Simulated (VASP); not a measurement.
# BO (P6_3/mmc) in VASP: relaxation of cell and atoms with PBE

Aim: the relaxation of cell and atoms of BO with PBE.

Program: VASP 6.6.1. These are calculated values, not measurements. Logs are shortened: lines on timing, memory, paths and dates and some standing lists are left out, and cuts for length are marked.

## (1) The cell of the first run

The structure is hexagonal, space group P6_3/mmc (No. 194). Conventional cell: a = 2.527 Å, b = 2.527 Å, c = 7.290 Å, α = 90.00°, β = 90.00°, γ = 120.00°. Within 1.9 Å of B (site symmetry -6m2) lie 3 O at 1.46 Å. O (site symmetry -6m2) has 3 B at 1.46 Å within 1.9 Å.

## (2) Relaxation of cell and atoms, PBE

The input, INCAR:

```
SYSTEM = BO
PREC = Accurate ; ENCUT = 600
EDIFF = 1E-6 ; ISMEAR = 0
SIGMA = 0.1 ; LREAL = .False.
LASPH = .True. ; NELM = 100
ALGO = Normal ; ISIF = 3
LWAVE = .False. ; LCHARG = .False.
GGA = PE ; IBRION = 2
NSW = 100 ; EDIFFG = -0.01
```

The input, KPOINTS:

```
regular mesh
0
Gamma
  24 24 6
  0 0 0
```

The input, POSCAR:

```
BO
1.0
    2.5273005886      0.0000000000      0.0000000000
   -1.2636502943      2.1887065127      0.0000000000
    0.0000000000      0.0000000000      7.2895878262
B O
2 2
Direct
    0.3333333333      0.6666666667      0.2500000000
    0.6666666667      0.3333333333      0.7500000000
    0.3333333333      0.6666666667      0.7500000000
    0.6666666667      0.3333333333      0.2500000000
```

Potentials or basis: VASP PAW PBE potentials, release 64 (B, O).

Launch:

```
> cat potpaw_PBE.64/B/POTCAR potpaw_PBE.64/O/POTCAR > POTCAR
> mpirun -np 1 vasp_std > vasp.out
```

OUTCAR:

```text
SYSTEM = BO
   PREC = Accurate
   ENCUT = 600
   EDIFF = 1E-6
   ISMEAR = 0
   LREAL = .False.
   LASPH = .True.
   NELM = 100
   ISIF = 3
   GGA = PE
   IBRION = 2
   NSW = 100
   EDIFFG = -0.01

 ion  position               nearest neighbor table
   1  0.333  0.667  0.250-   4 1.46   4 1.46   4 1.46
   2  0.667  0.333  0.750-   3 1.46   3 1.46   3 1.46
   3  0.333  0.667  0.750-   2 1.46   2 1.46   2 1.46
   4  0.667  0.333  0.250-   1 1.46   1 1.46   1 1.46

  LATTYP: Found a hexagonal cell.
 ALAT       =     2.5273005886
 C/A-ratio  =     2.8843374860

  Lattice vectors:

 A1 = (   2.5273005886,   0.0000000000,   0.0000000000)
 A2 = (  -1.2636502943,   2.1887065127,   0.0000000000)
 A3 = (   0.0000000000,   0.0000000000,   7.2895878262)

Analysis of symmetry for initial positions (statically):
=====================================================================
 Subroutine PRICEL returns:
 Original cell was already a primitive cell.

 Routine SETGRP: Setting up the symmetry group for a
 hexagonal supercell.

 Subroutine GETGRP returns: Found 24 space group operations
 (whereof 12 operations were pure point group operations)
 out of a pool of 24 trial point group operations.

The static configuration has the point symmetry D_3d.
 The point group associated with its full space group is D_6h.

Analysis of symmetry for dynamics (positions and initial velocities):
=====================================================================
 Subroutine PRICEL returns:
 Original cell was already a primitive cell.

 Routine SETGRP: Setting up the symmetry group for a
 hexagonal supercell.

 Subroutine GETGRP returns: Found 24 space group operations
 (whereof 12 operations were pure point group operations)
 out of a pool of 24 trial point group operations.

The dynamic configuration has the point symmetry D_3d.
 The point group associated with its full space group is D_6h.

 Subroutine INISYM returns: Found 24 space group operations
 (whereof 12 operations are pure point group operations),
 and found     1 'primitive' translations

----------------------------------------------------------------------------------------

                                     Primitive cell

  volume of cell :      40.3225

  direct lattice vectors                    reciprocal lattice vectors
     2.527300589  0.000000000  0.000000000     0.395679091  0.228445430  0.000000000
    -1.263650294  2.188706513  0.000000000     0.000000000  0.456890860  0.000000000
     0.000000000  0.000000000  7.289587826     0.000000000  0.000000000  0.137181967

  length of vectors
     2.527300589  2.527300589  7.289587826     0.456890860  0.456890860  0.137181967

  position of ions in fractional coordinates (direct lattice)
     0.333333333  0.666666667  0.250000000
     0.666666667  0.333333333  0.750000000
     0.333333333  0.666666667  0.750000000
     0.666666667  0.333333333  0.250000000

  ion indices of the primitive-cell ions
   primitive index   ion index
                 1           1
                 2           2
                 3           3
                 4           4

----------------------------------------------------------------------------------------

 KPOINTS: regular mesh

Automatic generation of k-mesh.
 Grid dimensions read from file:
 generate k-points for:   24   24    6

 Generating k-lattice:

  Cartesian coordinates                     Fractional coordinates (reciprocal lattice)
     0.016486629  0.009518560  0.000000000     0.041666667  0.000000000  0.000000000
     0.000000000  0.019037119  0.000000000     0.000000000  0.041666667  0.000000000
     0.000000000  0.000000000  0.022863661     0.000000000  0.000000000  0.166666667

  Length of vectors
     0.019037119  0.019037119  0.022863661

  Shift w.r.t. Gamma in fractional coordinates (k-lattice)
     0.000000000  0.000000000  0.000000000

 Subroutine IBZKPT returns following result:
 ===========================================

 Found    244 irreducible k-points:

 Following reciprocal coordinates:
            Coordinates               Weight
  0.000000  0.000000  0.000000      1.000000
  0.041667 -0.000000  0.000000      6.000000
  0.083333 -0.000000  0.000000      6.000000
  0.125000  0.000000  0.000000      6.000000
  0.166667  0.000000  0.000000      6.000000
  0.208333  0.000000  0.000000      6.000000
[... 16 lines left out ...]
  0.416667  0.041667  0.000000     12.000000
  0.458333  0.041667  0.000000     12.000000
 [... further k-points ...]
   k-points           NKPTS =    244   k-points in BZ     NKDIM =    244   number of bands    NBANDS=     13
   number of dos      NEDOS =    301   number of ions     NIONS =      4
   total plane-waves  NPLWV =  24000
   dimension x,y,z NGX =    20 NGY =   20 NGZ =   60
   dimension x,y,z NGXF=    40 NGYF=   40 NGZF=  120
   ions per type =               2   2
   NGX,Y,Z   is equivalent  to a cutoff of  13.16, 13.16, 13.68 a.u.
   NGXF,Y,Z  is equivalent  to a cutoff of  26.31, 26.31, 27.37 a.u.
 SYSTEM =  BO
   PREC   = accura    normal or accurate (medium, high low for compatibility)
   ISTART =      0    job   : 0-new  1-cont  2-samecut
   ICHARG =      2    charge: 1-file 2-atom 10-const
   ISPIN  =      1    spin polarized calculation?
   LNONCOLLINEAR =      F non collinear calculations
   LSORBIT =      F    spin-orbit coupling
   LASPH  =      T    aspherical Exc in radial PAW
   ENCUT  =  600.0 eV  44.10 Ry    6.64 a.u.   5.05  5.05 14.56*2*pi/ulx,y,z
   NELM   =    100;   NELMIN=  2; NELMDL= -5     # of ELM steps
   EDIFF  = 0.1E-05   stopping-criterion for ELM
   LREAL  =      F    real-space projection
   EDIFFG = -.1E-01   stopping-criterion for IOM
   NSW    =    100    number of steps for IOM
   IBRION =      2    ionic relax: 0-MD 1-quasi-New 2-CG
   NFREE  =      1    steps in history (QN), initial steepest desc. (CG)
   ISIF   =      3    stress and relaxation
   ISYM   =      2    0-nonsym 1-usesym 2-fastsym
   POTIM  = 0.5000    time-step for ionic-motion
   TEBEG  =    0.0;   TEEND  =   0.0 temperature during run
   PSTRESS=    0.0 pullay stress
   NELECT =      18.0000    total number of electrons
   NUPDOWN=      -1.0000    fix difference up-down
   EMIN   =  10.00;   EMAX   =-10.00  energy-range for DOS
   EFERMI =   0.00;   METHOD = LEGACY
   ISMEAR =     0;   SIGMA  =   0.10  broadening in eV -4-tet -1-fermi 0-gaus
   EFERMI_NEDOS =   21; number of points for ismear=-14 and -15
   IALGO  =     38    algorithm
   IMIX   =      4    mixing-type and parameters
     AMIX     =   0.40;   BMIX     =  1.00
     AMIX_MAG =   1.60;   BMIX_MAG =  1.00
  volume/ion in A,a.u.               =      10.08        68.03
  Fermi-wavevector in a.u.,A,eV,Ry     =   1.251171  2.364370 21.298939  1.565428
  Thomas-Fermi vector in A             =   2.385131
   LORBIT       =      0    0 simple, 1 ext, 2 COOP (PROOUT), +10 PAW based schemes
   GGA     = PE    functional components
   LHFCALC =     F    Hartree Fock is set to
   AEXX    =    0.0000 exact exchange contribution
   IVDW    =     0    specifies the selected vdW correction
   LEPSILON=     F    determine dielectric tensor
   LRPA    =     F    only Hartree local field effects (RPA)
 conjugate gradient relaxation of ions
 non-spin polarized calculation
 Gauss-broadening in eV      SIGMA  =   0.10
  energy-cutoff  :      600.00
  volume of cell :       40.32
 maximum number of plane-waves:      1365
   NGX = 11   NGY = 11   NGZ = 29

--------------------------------------- Ionic step        1  -------------------------------------------

 number of electron      17.9999993 magnetization

 Free energy of the ion-electron system (eV)
  ---------------------------------------------------
  ext. energy  EPLUGINS =         0.00000000
  ---------------------------------------------------
  free energy    TOTEN  =       -24.74980460 eV

  energy without entropy =      -24.73972862  energy(sigma->0) =      -24.74476661

------------------------ aborting loop because EDIFF is reached ----------------------------------------

  FORCE on cell =-STRESS in cart. coord.  units (eV):
  Direction    XX          YY          ZZ          XY          YZ          ZX
  --------------------------------------------------------------------------------------
  -------------------------------------------------------------------------------------
  Total       -0.0213630     -0.0213630     -0.0978771      0.0000000     -0.0000000      0.0000000
  in kB       -0.8488384     -0.8488384     -3.8890580      0.0000000     -0.0000000      0.0000000
  external PRESSURE =      -1.8622449 kB  Pullay stress =       0.0000000 kB
[... 251 lines left out ...]
  energy  without entropy=      -24.7403517166  energy(sigma->0) =      -24.74535919

--------------------------------------- Ionic step        8  -------------------------------------------

 number of electron      17.9999998 magnetization

 Free energy of the ion-electron system (eV)
  ---------------------------------------------------
  ext. energy  EPLUGINS =         0.00000000
  ---------------------------------------------------
  free energy    TOTEN  =       -24.75057233 eV

  energy without entropy =      -24.74054660  energy(sigma->0) =      -24.74555947

 E-fermi :   6.1284     XC(G=0):  -9.8094

 val. band max:        6.1202059724   @ k =   0.3333   0.1667   0.1667
 cond. band min:       6.1305782787   @ k =   0.1667   0.0000   0.5000
 fundamental gap:      0.0103723063
 Fermi energy:         6.1284104160

 k-point     1 :       0.0000    0.0000    0.0000
  band No.  band energies     occupation
      1     -21.5555      2.00000
      2     -21.4954      2.00000
      3      -6.0074      2.00000
      4      -5.1208      2.00000
      5      -4.1835      2.00000
      6      -4.1835      2.00000
      7      -4.1760      2.00000
      8      -4.1760      2.00000
      9       4.0934      2.00000
     10       7.4251      0.00000
     11       7.6088      0.00000
     12      10.6910      0.00000
     13      11.3813      0.00000
[... 353 lines left out ...]
 k-point    24 :       0.4583    0.0417    0.0000
  band No.  band energies     occupation
      1     -19.7369      2.00000
      2     -19.7228      2.00000
      3      -9.8023      2.00000
      4      -9.7734      2.00000
      5      -6.2637      2.00000
      6      -6.2470      2.00000
      7      -2.8177      2.00000
      8      -2.5492      2.00000
      9       5.4847      2.00000
     10       5.8349      1.99997
     11       8.2673      0.00000
     12       8.8185      0.00000
     13      12.0601      0.00000

 [... further k-points ...]
[... 5 lines left out ...]
  --------------------------------------------------------------------------------------
  -------------------------------------------------------------------------------------
  Total       -0.0136474     -0.0136474     -0.0281573      0.0000000      0.0000000      0.0000000
  in kB       -0.5490140     -0.5490140     -1.1327204      0.0000000      0.0000000      0.0000000
  external PRESSURE =      -0.7435828 kB  Pullay stress =       0.0000000 kB
[... 19 lines left out ...]
  FREE ENERGIE OF THE ION-ELECTRON SYSTEM (eV)
  ---------------------------------------------------
  free  energy   TOTEN  =       -24.7505723304 eV

  energy  without entropy=      -24.7405466036  energy(sigma->0) =      -24.74555947

 reached required accuracy - stopping structural energy minimisation
```

Wall time 5.6 min (1 thread of AMD EPYC 9R14 (Zen 4), shared host); peak memory 0.24 GiB.

What came out:

```yaml
Free_energy: -24.7506 eV
Relaxed_volume: 9.96 Å³/atom
Relaxed_cell: a = 2.527 Å, b = 2.527 Å, c = 7.200 Å, α = 90.00°, β = 90.00°, γ = 120.00°
Space_group_after_relaxing_to_0.1_Å: P6_3/mmc (No. 194)
Energy_gained_by_relaxing: 0.2 meV/atom
Ionic_steps: 8
Pressure_after_relaxing: -0.1 GPa
Band_gap_on_the_k_mesh: zero (bands 9 and 10 overlap by 1.52 eV)
```

The path:
```csv
step,energy change (eV),largest force (eV/Å),pressure (GPa),volume (Å³)
1,0.0000,0.0000,-0.19,40.32
2,-0.0001,0.0000,-0.03,40.25
3,-0.0002,0.0000,0.07,40.20
4,-0.0002,0.0000,0.30,40.09
5,-0.0003,0.0000,0.23,40.08
6,-0.0004,0.0000,0.24,40.04
7,-0.0006,0.0000,0.11,39.97
8,-0.0008,0.0000,-0.07,39.83
```

Final structure:
```yaml
crystal:
  lattice:
    - [2.52732, 0.00000, 0.00000]
    - [-1.26366, 2.18872, 0.00000]
    - [0.00000, 0.00000, 7.19992]
  atoms:
    - { symbol: B, position: [0.33333, 0.66667, 0.25000] }
    - { symbol: B, position: [0.66667, 0.33333, 0.75000] }
    - { symbol: O, position: [0.33333, 0.66667, 0.75000] }
    - { symbol: O, position: [0.66667, 0.33333, 0.25000] }
```

Caveat: this functional lacks dispersion, which binds the layers, so the pressure and a relaxed spacing across them are unreliable.
